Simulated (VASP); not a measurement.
# Hg (Fm-3m) in VASP: further runs

The runs below take Hg through single point, with RPBE.

Program: VASP 6.6.1. These are calculated values, not measurements. Logs are shortened: lines on timing, memory, paths and dates and some standing lists are left out, and cuts for length are marked.

**1. The cell of the first run**

The structure is cubic, space group Fm-3m (No. 225). Conventional cell: a = 7.203 Å, b = 7.203 Å, c = 7.203 Å, α = 90.00°, β = 90.00°, γ = 90.00°.

**2. Single point, RPBE (volume scaled by 0.96)**

File INCAR:

```
ALGO = Normal ; EDIFF = 1E-6
ENCUT = 520 ; GGA = RP
ISIF = 2 ; ISMEAR = -1
LASPH = T ; LCHARG = F
LREAL = F ; LWAVE = F
NBANDS = 12 ; NELM = 60
PREC = Accurate ; SIGMA = 0.1
```

File KPOINTS:

```
k-points
0
Gamma
  9 9 9
```

File POSCAR:

```
Hg
1.0
    0.0000000000      3.6013894836      3.6013894836
    3.6013894836      0.0000000000      3.6013894836
    3.6013894836      3.6013894836      0.0000000000
Hg
1
Direct
    0.0000000000      0.0000000000      0.0000000000
```

Potentials or basis: VASP PAW PBE potentials, release 64 (Hg).

On the command line:

```
cat potpaw_PBE.64/Hg/POTCAR > POTCAR
mpirun -np 1 vasp_std > vasp.out
```

OUTCAR:

```text
EDIFF = 1E-6
   ENCUT = 520
   GGA = RP
   ISIF = 2
   ISMEAR = -1
   LASPH = T
   LREAL = F
   NELM = 60
   PREC = Accurate

 ion  position               nearest neighbor table
   1  0.000  0.000  0.000-

  LATTYP: Found a face centered cubic cell.
 ALAT       =     7.2027789672

  Lattice vectors:

 A1 = (   0.0000000000,   3.6013894836,   3.6013894836)
 A2 = (   3.6013894836,   0.0000000000,   3.6013894836)
 A3 = (   3.6013894836,   3.6013894836,   0.0000000000)

Analysis of symmetry for initial positions (statically):
=====================================================================
 Subroutine PRICEL returns:
 Original cell was already a primitive cell.

 Routine SETGRP: Setting up the symmetry group for a
 face centered cubic supercell.

 Subroutine GETGRP returns: Found 48 space group operations
 (whereof 48 operations were pure point group operations)
 out of a pool of 48 trial point group operations.

The static configuration has the point symmetry O_h .

Analysis of symmetry for dynamics (positions and initial velocities):
=====================================================================
 Subroutine PRICEL returns:
 Original cell was already a primitive cell.

 Routine SETGRP: Setting up the symmetry group for a
 face centered cubic supercell.

 Subroutine GETGRP returns: Found 48 space group operations
 (whereof 48 operations were pure point group operations)
 out of a pool of 48 trial point group operations.

The dynamic configuration has the point symmetry O_h .

 Subroutine INISYM returns: Found 48 space group operations
 (whereof 48 operations are pure point group operations),
 and found     1 'primitive' translations

----------------------------------------------------------------------------------------

                                     Primitive cell

  volume of cell :      93.4201

  direct lattice vectors                    reciprocal lattice vectors
     0.000000000  3.601389484  3.601389484    -0.138835303  0.138835303  0.138835303
     3.601389484  0.000000000  3.601389484     0.138835303 -0.138835303  0.138835303
     3.601389484  3.601389484  0.000000000     0.138835303  0.138835303 -0.138835303

  length of vectors
     5.093133851  5.093133851  5.093133851     0.240469799  0.240469799  0.240469799

  position of ions in fractional coordinates (direct lattice)
     0.000000000  0.000000000  0.000000000

  ion indices of the primitive-cell ions
   primitive index   ion index
                 1           1

----------------------------------------------------------------------------------------

 KPOINTS: k-points

Automatic generation of k-mesh.
 Grid dimensions read from file:
 generate k-points for:    9    9    9

 Generating k-lattice:

  Cartesian coordinates                     Fractional coordinates (reciprocal lattice)
    -0.015426145  0.015426145  0.015426145     0.111111111  0.000000000  0.000000000
     0.015426145 -0.015426145  0.015426145     0.000000000  0.111111111  0.000000000
     0.015426145  0.015426145 -0.015426145     0.000000000  0.000000000  0.111111111

  Length of vectors
     0.026718867  0.026718867  0.026718867

  Shift w.r.t. Gamma in fractional coordinates (k-lattice)
     0.000000000  0.000000000  0.000000000

 Subroutine IBZKPT returns following result:
 ===========================================

 Found     35 irreducible k-points:

 Following reciprocal coordinates:
            Coordinates               Weight
  0.000000  0.000000  0.000000      1.000000
  0.111111  0.000000  0.000000      8.000000
  0.222222  0.000000  0.000000      8.000000
  0.333333  0.000000  0.000000      8.000000
  0.444444  0.000000  0.000000      8.000000
  0.111111  0.111111  0.000000      6.000000
[... 16 lines left out ...]
 -0.333333  0.333333  0.000000     12.000000
  0.444444  0.444444  0.000000      6.000000
 [... further k-points ...]
   k-points           NKPTS =     35   k-points in BZ     NKDIM =     35   number of bands    NBANDS=     12
   number of dos      NEDOS =    301   number of ions     NIONS =      1
   total plane-waves  NPLWV =  64000
   dimension x,y,z NGX =    40 NGY =   40 NGZ =   40
   dimension x,y,z NGXF=    80 NGYF=   80 NGZF=   80
   ions per type =               1
   NGX,Y,Z   is equivalent  to a cutoff of  13.06, 13.06, 13.06 a.u.
   NGXF,Y,Z  is equivalent  to a cutoff of  26.11, 26.11, 26.11 a.u.
 SYSTEM =  unknown system
   PREC   = accura    normal or accurate (medium, high low for compatibility)
   ISTART =      0    job   : 0-new  1-cont  2-samecut
   ICHARG =      2    charge: 1-file 2-atom 10-const
   ISPIN  =      1    spin polarized calculation?
   LNONCOLLINEAR =      F non collinear calculations
   LSORBIT =      F    spin-orbit coupling
   LASPH  =      T    aspherical Exc in radial PAW
   ENCUT  =  520.0 eV  38.22 Ry    6.18 a.u.   9.47  9.47  9.47*2*pi/ulx,y,z
   NELM   =     60;   NELMIN=  2; NELMDL= -5     # of ELM steps
   EDIFF  = 0.1E-05   stopping-criterion for ELM
   LREAL  =      F    real-space projection
   EDIFFG = 0.1E-04   stopping-criterion for IOM
   NSW    =      0    number of steps for IOM
   IBRION =     -1    ionic relax: 0-MD 1-quasi-New 2-CG
   NFREE  =      0    steps in history (QN), initial steepest desc. (CG)
   ISIF   =      2    stress and relaxation
   ISYM   =      2    0-nonsym 1-usesym 2-fastsym
   POTIM  = 0.5000    time-step for ionic-motion
   TEBEG  =    0.0;   TEEND  =   0.0 temperature during run
   PSTRESS=    0.0 pullay stress
   NELECT =      12.0000    total number of electrons
   NUPDOWN=      -1.0000    fix difference up-down
   EMIN   =  10.00;   EMAX   =-10.00  energy-range for DOS
   EFERMI =   0.00;   METHOD = LEGACY
   ISMEAR =    -1;   SIGMA  =   0.10  broadening in eV -4-tet -1-fermi 0-gaus
   EFERMI_NEDOS =   21; number of points for ismear=-14 and -15
   IALGO  =     38    algorithm
   IMIX   =      4    mixing-type and parameters
     AMIX     =   0.40;   BMIX     =  1.00
     AMIX_MAG =   1.60;   BMIX_MAG =  1.00
  volume/ion in A,a.u.               =      93.42       630.43
  Fermi-wavevector in a.u.,A,eV,Ry     =   0.826016  1.560944  9.283289  0.682303
  Thomas-Fermi vector in A             =   1.937975
   LORBIT       =      0    0 simple, 1 ext, 2 COOP (PROOUT), +10 PAW based schemes
   GGA     = RP    functional components
   LHFCALC =     F    Hartree Fock is set to
   AEXX    =    0.0000 exact exchange contribution
   IVDW    =     0    specifies the selected vdW correction
   LEPSILON=     F    determine dielectric tensor
   LRPA    =     F    only Hartree local field effects (RPA)
 non-spin polarized calculation
  energy-cutoff  :      520.00
  volume of cell :       93.42
 maximum number of plane-waves:      2565
 NGX is ok and might be reduce to    40
   NGX = 19   NGY = 19   NGZ = 19

 number of electron      12.0000002 magnetization

 Free energy of the ion-electron system (eV)
  ---------------------------------------------------
  ext. energy  EPLUGINS =         0.00000000
  ---------------------------------------------------
  free energy    TOTEN  =        -0.03358503 eV

  energy without entropy =       -0.03358503  energy(sigma->0) =       -0.03358503

 E-fermi :  -2.5719     XC(G=0):  -4.6971

 val. band max:       -4.7274899567   @ k =  -0.4444   0.4444   0.0000
 cond. band min:      -0.5604374112   @ k =   0.4444   0.0000   0.0000
 fundamental gap:      4.1670525456
 Fermi energy:        -2.5718679720

 k-point     1 :       0.0000    0.0000    0.0000
  band No.  band energies     occupation
      1      -8.1121      2.00000
      2      -8.1121      2.00000
      3      -8.1121      2.00000
      4      -8.0934      2.00000
      5      -8.0934      2.00000
      6      -5.7245      2.00000
      7       3.2272      0.00000
      8       3.2272      0.00000
      9       3.2272      0.00000
     10       3.8923      0.00000
     11       7.1938      0.00000
     12       7.1939      0.00000

 k-point     2 :       0.1111    0.0000    0.0000
  band No.  band energies     occupation
      1      -8.1118      2.00000
      2      -8.1098      2.00000
      3      -8.1098      2.00000
      4      -8.0933      2.00000
      5      -8.0933      2.00000
      6      -5.6561      2.00000
      7       2.2263      0.00000
      8       3.1557      0.00000
      9       3.1557      0.00000
     10       4.6603      0.00000
     11       6.6148      0.00000
     12       7.3432      0.00000

 k-point     3 :       0.2222    0.0000    0.0000
  band No.  band energies     occupation
      1      -8.1114      2.00000
      2      -8.1071      2.00000
      3      -8.1071      2.00000
      4      -8.0897      2.00000
      5      -8.0897      2.00000
      6      -5.4657      2.00000
      7       1.0149      0.00000
      8       2.9935      0.00000
      9       2.9935      0.00000
     10       4.9048      0.00000
     11       7.0803      0.00000
     12       7.2976      0.00000
[... 286 lines left out ...]
 k-point    23 :      -0.3333    0.3333    0.0000
  band No.  band energies     occupation
      1      -8.1182      2.00000
      2      -8.0957      2.00000
      3      -8.0890      2.00000
      4      -8.0880      2.00000
      5      -8.0788      2.00000
      6      -4.7901      2.00000
      7       0.1910      0.00000
      8       0.3759      0.00000
      9       2.1815      0.00000
     10       4.5554      0.00000
     11       7.3549      0.00000
     12       8.3578      0.00000

 k-point    24 :       0.4444    0.4444    0.0000
  band No.  band energies     occupation
      1      -8.1322      2.00000
      2      -8.1190      2.00000
      3      -8.0762      2.00000
      4      -8.0700      2.00000
      5      -8.0700      2.00000
      6      -4.7698      2.00000
      7      -0.1993      0.00000
      8       1.7015      0.00000
      9       1.7015      0.00000
     10       3.6494      0.00000
     11       4.6729      0.00000
     12      10.3689      0.00000

 [... further k-points ...]

------------------------ aborting loop because EDIFF is reached ----------------------------------------

  FORCE on cell =-STRESS in cart. coord.  units (eV):
  Direction    XX          YY          ZZ          XY          YZ          ZX
  --------------------------------------------------------------------------------------
  -------------------------------------------------------------------------------------
  Total        0.0158640      0.0158640      0.0158640      0.0000000      0.0000000     -0.0000000
  in kB        0.2720716      0.2720716      0.2720716      0.0000000      0.0000000     -0.0000000
  external PRESSURE =       0.2720716 kB  Pullay stress =       0.0000000 kB

 VOLUME and BASIS-vectors are now :
 -----------------------------------------------------------------------------
  energy-cutoff  :      520.00
  volume of cell :       93.42
      direct lattice vectors                 reciprocal lattice vectors
     0.000000000  3.601389484  3.601389484    -0.138835303  0.138835303  0.138835303
     3.601389484  0.000000000  3.601389484     0.138835303 -0.138835303  0.138835303
     3.601389484  3.601389484  0.000000000     0.138835303  0.138835303 -0.138835303

 POSITION                                       TOTAL-FORCE (eV/Angst)
 -----------------------------------------------------------------------------------
      0.00000      0.00000      0.00000        -0.000000     -0.000000     -0.000000
 -----------------------------------------------------------------------------------
    total drift:                               -0.000000     -0.000000     -0.000000

  FREE ENERGIE OF THE ION-ELECTRON SYSTEM (eV)
  ---------------------------------------------------
  free  energy   TOTEN  =        -0.0335850320 eV

  energy  without entropy=       -0.0335850311  energy(sigma->0) =       -0.03358503
```

Run time: 38 s. Hardware: 1 thread of Intel Xeon Platinum 8375C at 2.90GHz (Ice Lake), shared host; peak memory 0.24 GiB.

Results:

| Item | Value |
| --- | --- |
| Free energy | -0.0336 eV |
| Pressure | 0.0 GPa |
| Band gap on the k mesh | 4.17 eV, indirect (least direct gap 4.41 eV) |

Caveat: the cell differs from its parent crystal (volume scaled by 0.96); the PAW data sets were made with another functional, which shifts forces and pressure a little; spin-orbit coupling is left out, which moves the levels of the heavy elements.

**3. Single point, RPBE**

This run uses another cell than the first one, of 97.31 Å³/atom, 1.042 times its volume.

File INCAR:

```
PREC = Accurate
ENCUT = 520
EDIFF = 1E-7
ISMEAR = -1
SIGMA = 0.1
LREAL = False
LASPH = True
NELM = 80
ALGO = Normal
ISIF = 2
LWAVE = False
LCHARG = False
GGA = RP
NBANDS = 12
```

File KPOINTS:

```
Automatic mesh
0
Gamma
  9 9 9
```

File POSCAR:

```
Hg
1.0
    0.0000000000      3.6507297173      3.6507297173
    3.6507297173      0.0000000000      3.6507297173
    3.6507297173      3.6507297173      0.0000000000
Hg
1
Direct
    0.0000000000      0.0000000000      0.0000000000
```

Potentials or basis: VASP PAW PBE potentials, release 64 (Hg).

On the command line:

```
cat potpaw_PBE.64/Hg/POTCAR > POTCAR
mpirun -np 1 vasp_std > vasp.out
```

It took 38 s on 1 thread of Intel Xeon Platinum 8375C at 2.90GHz (Ice Lake), shared host; peak memory 0.25 GiB.

It converged, with:

```yaml
Free_energy: -0.0347 eV
Pressure: 0.0 GPa
Band_gap_on_the_k_mesh: 4.22 eV, indirect (least direct gap 4.44 eV)
```

Levels at points of the mesh, in eV from the valence-band top:
| k point | band 2 | band 3 | band 4 | band 5 | band 6 | band 7 | band 8 | band 9 | band 10 | band 11 |
| --- | --- | --- | --- | --- | --- | --- | --- | --- | --- | --- |
| (0.00, 0.00, 0.00) | -3.36 | -3.36 | -3.34 | -3.34 | -0.92 | 7.85 | 7.85 | 7.85 | 8.42 | 11.76 |

Caveat: the PAW data sets were made with another functional, which shifts forces and pressure a little; spin-orbit coupling is left out, which moves the levels of the heavy elements. A k mesh can miss the band edges.

[end of part 1 of 2]
